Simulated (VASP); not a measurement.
# KCl (I4/mmm) in VASP: further runs, part 2 of 2

VASP 6.6.1. Earlier steps stand in the parts before.

## 3. Single point, PBE

This run uses another cell than the first one, of the same volume but with other edges.

The input, INCAR:

```
  PREC = Accurate
  ENCUT = 520
  EDIFF = 1E-6
  ISMEAR = 0
  SIGMA = 0.05
  LREAL = False
  LASPH = True
  NELM = 80
  ALGO = Normal
  ISIF = 2
  LWAVE = False
  LCHARG = True
  GGA = PE
  LELF = True
  LVHAR = True
  NBANDS = 15
```

The input, KPOINTS:

```
regular mesh
0
Gamma
  8 8 8
```

The input, POSCAR:

```
KCl
1.0
    0.0000000000      2.7571073048      4.1356609571
    2.7571073048      0.0000000000      4.1356609571
    2.7571073048      2.7571073048      0.0000000000
K Cl
1 1
Direct
    0.0000000000      0.0000000000      0.0000000000
    0.5000000000      0.5000000000      0.5000000000
```

Potentials or basis: VASP PAW PBE potentials, release 64 (K_sv, Cl).

On the command line:

```console
> cat potpaw_PBE.64/K_sv/POTCAR potpaw_PBE.64/Cl/POTCAR > POTCAR
> mpirun -np 1 vasp_std > vasp.out
```

Wall time 88 s (1 thread of Intel Xeon 8259CL, shared host); peak memory 0.24 GiB.

The run converged. Its results:

```yaml
Free_energy: -6.1479 eV
Pressure: 7.9 GPa
Band_gap_on_the_k_mesh: 4.60 eV
```

Stress tensor (GPa, compression positive):
```
12.31  0.00  0.00
 0.00 12.31  0.00
 0.00  0.00 -1.02
```

Levels at points of the mesh, in eV from the valence-band top:
| k point | band 6 | band 7 | band 8 | band 9 | band 10 | band 11 |
| --- | --- | --- | --- | --- | --- | --- |
| (0.00, 0.00, 0.00) | -0.47 | 0.00 | 0.00 | 4.60 | 6.90 | 9.36 |
| (0.50, 0.00, 0.00) | -1.51 | -0.73 | -0.69 | 7.20 | 7.85 | 10.62 |
| (0.50, 0.50, 0.00) | -1.01 | -0.04 | -0.04 | 6.51 | 7.85 | 8.76 |
| (0.50, 0.00, 0.50) | -0.52 | -0.46 | -0.41 | 6.51 | 8.45 | 8.99 |

Caveat: the cell stands under pressure.

## 4. Single point, PBE

This run uses another cell than the first one, of the same volume but with other edges.

The input, INCAR:

```
SYSTEM = KCl
PREC = Accurate
ENCUT = 520
EDIFF = 1E-6
ISMEAR = 0
SIGMA = 0.05
LREAL = .FALSE.
LASPH = .TRUE.
NELM = 60
ALGO = Normal
ISIF = 2
LWAVE = .FALSE.
LCHARG = .TRUE.
GGA = PE
LELF = .TRUE.
LVHAR = .TRUE.
NBANDS = 15
```

The input, KPOINTS:

```
regular mesh
0
G
  8 8 8
  0 0 0
```

The input, POSCAR:

```
KCl
1.0
    0.0000000000      3.1993396197      3.0713660349
    3.1993396197      0.0000000000      3.0713660349
    3.1993396197      3.1993396197      0.0000000000
K Cl
1 1
Direct
    0.0000000000      0.0000000000      0.0000000000
    0.5000000000      0.5000000000      0.5000000000
```

Potentials or basis: VASP PAW PBE potentials, release 64 (K_sv, Cl).

On the command line:

```console
> cat potpaw_PBE.64/K_sv/POTCAR potpaw_PBE.64/Cl/POTCAR > POTCAR
> mpirun -np 1 vasp_std > vasp.out
```

OUTCAR:

```text
SYSTEM = KCl
   PREC = Accurate
   ENCUT = 520
   EDIFF = 1E-6
   ISMEAR = 0
   LREAL = .FALSE.
   LASPH = .TRUE.
   NELM = 60
   ISIF = 2
   GGA = PE

 ion  position               nearest neighbor table
   1  0.000  0.000  0.000-   2 3.07   2 3.07   2 3.20   2 3.20   2 3.20   2 3.20
   2  0.500  0.500  0.500-   1 3.07   1 3.07   1 3.20   1 3.20   1 3.20   1 3.20

  LATTYP: Found a body centered tetragonal cell.
 ALAT       =     4.5245494808
 C/A-ratio  =     1.3576450199

  Lattice vectors:

 A1 = (   0.0000000000,  -3.1993396197,  -3.0713660349)
[... 620 lines left out ...]

  FORCE on cell =-STRESS in cart. coord.  units (eV):
  Direction    XX          YY          ZZ          XY          YZ          ZX
  --------------------------------------------------------------------------------------
  -------------------------------------------------------------------------------------
  Total        0.0603327      0.0603327      0.6973850      0.0000000     -0.0000000      0.0000000
  in kB        1.5373788      1.5373788     17.7705514      0.0000000     -0.0000000      0.0000000
  external PRESSURE =       6.9484364 kB  Pullay stress =       0.0000000 kB

 VOLUME and BASIS-vectors are now :
 -----------------------------------------------------------------------------
  energy-cutoff  :      520.00
  volume of cell :       62.88
      direct lattice vectors                 reciprocal lattice vectors
     0.000000000  3.199339620  3.071366035    -0.156282252  0.156282252  0.162794012
     3.199339620  0.000000000  3.071366035     0.156282252 -0.156282252  0.162794012
     3.199339620  3.199339620  0.000000000     0.156282252  0.156282252 -0.162794012

 POSITION                                       TOTAL-FORCE (eV/Angst)
 -----------------------------------------------------------------------------------
      0.00000      0.00000      0.00000         0.000000     -0.000000      0.000000
      3.19934      3.19934      3.07137        -0.000000      0.000000     -0.000000
 -----------------------------------------------------------------------------------
    total drift:                                0.000000      0.000000      0.000000

  FREE ENERGIE OF THE ION-ELECTRON SYSTEM (eV)
  ---------------------------------------------------
  free  energy   TOTEN  =        -6.7981019086 eV

  energy  without entropy=       -6.7981019086  energy(sigma->0) =       -6.79810191
```

OSZICAR:

```text
N       E                     dE             d eps       ncg     rms          rms(c)
DAV:   1     0.104220107578E+03    0.10422E+03   -0.70876E+03  1770   0.955E+02
DAV:   2    -0.279026337816E+00   -0.10450E+03   -0.96427E+02  2318   0.239E+02
DAV:   3    -0.685331651704E+01   -0.65743E+01   -0.65411E+01  2409   0.531E+01
DAV:   4    -0.709179970546E+01   -0.23848E+00   -0.23842E+00  2728   0.935E+00
DAV:   5    -0.709374010432E+01   -0.19404E-02   -0.19404E-02  2521   0.926E-01    0.333E+00
DAV:   6    -0.679981535569E+01    0.29392E+00   -0.42726E-01  2246   0.328E+00    0.272E+00
DAV:   7    -0.678443116860E+01    0.15384E-01   -0.10398E-01  2414   0.182E+00    0.156E+00
DAV:   8    -0.679671581325E+01   -0.12285E-01   -0.16489E-02  2206   0.952E-01    0.174E-01
DAV:   9    -0.679750282412E+01   -0.78701E-03   -0.94901E-04  2449   0.194E-01    0.981E-02
DAV:  10    -0.679809351969E+01   -0.59070E-03   -0.61611E-04  1854   0.155E-01    0.199E-02
DAV:  11    -0.679809857141E+01   -0.50517E-05   -0.22133E-05  2526   0.266E-02    0.569E-03
DAV:  12    -0.679810157343E+01   -0.30020E-05   -0.37247E-06  1923   0.136E-02    0.375E-03
DAV:  13    -0.679810190858E+01   -0.33516E-06   -0.40944E-07  1935   0.364E-03
   1 F= -.67981019E+01 E0= -.67981019E+01  d E =-.605708E-16
```

stdout:

```text
POSCAR found type information on POSCAR K Cl
 POSCAR found :  2 types and       2 ions
 scaLAPACK will be used
 LDA part: xc-table for (Slater+PW92), standard interpolation
 POSCAR, INCAR and KPOINTS ok, starting setup
 FFT: planning ... GRIDC
 FFT: planning ... GRID_SOFT
 FFT: planning ... GRID
 WAVECAR not read
 entering main loop
```

It took 70 s on 1 thread of Intel Xeon 8259CL, shared host; peak memory 0.23 GiB.

Results:

| Item | Value |
| --- | --- |
| Free energy | -6.7981 eV |
| Pressure | 0.7 GPa |
| Band gap on the k mesh | 5.13 eV |

Stress tensor (GPa, compression positive):
```
0.15 0.00 0.00
0.00 0.15 0.00
0.00 0.00 1.78
```

 A k mesh can miss the band edges.

## 5. The runs side by side

| cell | gap on the mesh (eV) | pressure (GPa) |
| --- | --- | --- |
| a = 4.345, b = 4.345, c = 5.153 Å, angles 53.6, 53.6, 72.7°, 2 atoms | 3.05 | 16.4 |
| a = 4.970, b = 4.970, c = 3.899 Å, angles 66.9, 66.9, 46.2°, 2 atoms | 4.60 | 7.9 |
| a = 4.435, b = 4.435, c = 4.525 Å, angles 59.3, 59.3, 61.3°, 2 atoms | 5.13 | 0.7 |

Alike in all rows: task single point; level PBE; potentials or basis VASP PAW PBE potentials, release 64 (K_sv, Cl); no spin polarisation; k mesh 8 × 8 × 8; cutoff (eV) 520; smearing gaussian 0.05 eV.

Caveats: the cell stands under pressure (at least some runs).

Absolute energies hang on the potentials; compare differences alone.
